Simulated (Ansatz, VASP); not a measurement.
# Ta2N in VASP and in Ansatz

INCAR

```
PREC = Accurate
ENCUT = 520
EDIFF = 1E-6
ISMEAR = 0
SIGMA = 0.15
LREAL = F
LASPH = T
NELM = 100
ALGO = Normal
ISIF = 2
LWAVE = F
LCHARG = F
GGA = PS
NBANDS = 20
```

Contents of KPOINTS:

```
Automatic mesh
0
Gamma
  18 18 10
```

Contents of POSCAR:

```
Ta2N
1.0
    3.0786153869      0.0000000000      0.0000000000
   -1.5393076935      2.6661591336      0.0000000000
    0.0000000000      0.0000000000      4.8232571780
Ta N
2 1
Direct
    0.6854202359      0.3708404719      0.7462554481
    0.3145797641      0.6291595281      0.2537445519
    0.0000000000      0.0000000000      0.0000000000
```

Input for Ansatz:

```yaml
crystal:
  lattice:
    - [3.0786153869, 0.0, 0.0]
    - [-1.5393076935, 2.6661591336, 0.0]
    - [0.0, 0.0, 4.823257178]
  atoms:
    - { symbol: Ta, position: [0.6854202359, 0.3708404719, 0.7462554481] }
    - { symbol: Ta, position: [0.3145797641, 0.6291595281, 0.2537445519] }
    - { symbol: "N", position: [0.0, 0.0, 0.0] }
basis:
  ecutwfc: 420
kpoints:
  mp_grid: { grid: [18, 18, 10] }
hamiltonian:
  xc: pbesol
scf:
  occupations: { method: gaussian, width: 0.15 }
output:
  forces: true
  stress: true
  eigenvalues: true
```

Change from the starting cell: mode 4 (105.5 1/cm) frozen in, largest displacement -0.100 Å.

Alike in both runs: task single point; functional PBEsol; k mesh 18 × 18 × 10; occupations gaussian, width 0.15 eV; no spin polarisation.

```csv
,VASP,Ansatz
version,VASP 6.6.1,Ansatz 0.2.0
potentials or method,"VASP PAW PBE potentials, release 64 (Ta_pv, N), cutoff 520 eV","scalar-relativistic, plane waves, PAW"
valence electrons in the cell,27,31
```

```csv
,VASP,Ansatz,Ansatz less VASP
gap on the k mesh at the Fermi level (eV),none,none,-
pressure (GPa),2.2,1.6,-0.61
"traceless stress, the component that is largest in VASP (GPa)",5.82,5.73,-0.084
rms of the force components (eV/Å),0.402,0.391,-0.0107
```

VASP's potentials were made for PBE, not for PBEsol. Atom by atom the forces differ by 0.028 eV/Å (rms over components). A gap of «none» marks a metal or a gap that the smearing closes. VASP's potentials hold 27 valence electrons a cell and Ansatz's 31, so a difference there can come from the potentials and not from the codes.

Neither program's run includes spin-orbit coupling.
